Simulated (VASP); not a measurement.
Wanted: the native input for a VASP 6.6.1 run.

| Quantity | Value |
| --- | --- |
| Task | single point |
| Functional | r2SCAN |
| Potentials or basis | VASP PAW PBE potentials, release 64 (Rb_sv, Br) |
| Cutoff | 520 eV |
| k mesh | 6 × 6 × 6 |
| Occupations | gaussian, width 0.01 eV |
| Spin | no spin polarisation |
| Dipole correction | no |
| Further INCAR settings | ALGO = Normal; EDIFF = 1e-07; NBANDS = 15 |

RbBr:

```
Rb Br
1.0
    -0.01638    3.44444    3.44444
     3.44444   -0.01638    3.44444
     3.44444    3.44444   -0.01638
Rb Br
1 1
Direct
  0.00000 0.00000 0.00000
  0.50000 0.50000 0.50000
```

This cell differs from its parent crystal: strain along [111] -0.7%.

These files were run (other wordings do the same):

POSCAR

```
RbBr
1.0
   -0.0163812424      3.4444446090      3.4444446090
    3.4444446090     -0.0163812424      3.4444446090
    3.4444446090      3.4444446090     -0.0163812424
Rb Br
1 1
Direct
    0.0000000000      0.0000000000      0.0000000000
    0.5000000000      0.5000000000      0.5000000000
```

INCAR.step1

```
  PREC = Accurate
  ENCUT = 520
  ISMEAR = 0
  SIGMA = 0.01
  LREAL = F
  LASPH = T
  NELM = 80
  NBANDS = 15
  GGA = PE
  ALGO = Normal
  EDIFF = 1E-4
  LWAVE = T
  LCHARG = F
```

INCAR.step2

```
  PREC = Accurate
  ENCUT = 520
  EDIFF = 1E-7
  ISMEAR = 0
  SIGMA = 0.01
  LREAL = F
  LASPH = T
  NELM = 80
  ALGO = Normal
  ISIF = 2
  LWAVE = F
  LCHARG = F
  METAGGA = R2SCAN
  LMIXTAU = T
  NBANDS = 15
  ISTART = 1
```

KPOINTS

```
Automatic mesh
0
Gamma
  6 6 6
```

Potentials or basis: VASP PAW PBE potentials, release 64 (Rb_sv, Br).

Command:

```bash
$ cat potpaw_PBE.64/Rb_sv/POTCAR potpaw_PBE.64/Br/POTCAR > POTCAR
$ cp INCAR.step1 INCAR
$ mpirun -np 1 vasp_std > vasp.out
$ cp INCAR.step2 INCAR
$ mpirun -np 1 vasp_std > vasp.out
```

Results of the run:

| Item | Value |
| --- | --- |
| Pressure | 0.1 GPa |
| Band gap on the k mesh | 4.90 eV |

Caveat: the cell differs from its parent crystal (strain along [111] -0.7%); the PAW data sets were made with another functional, which shifts forces and pressure a little.

Wall time 110 s on 1 thread of Oxide Virtual Turin-like Processor, with other jobs on the host, peak memory 0.2 GiB.
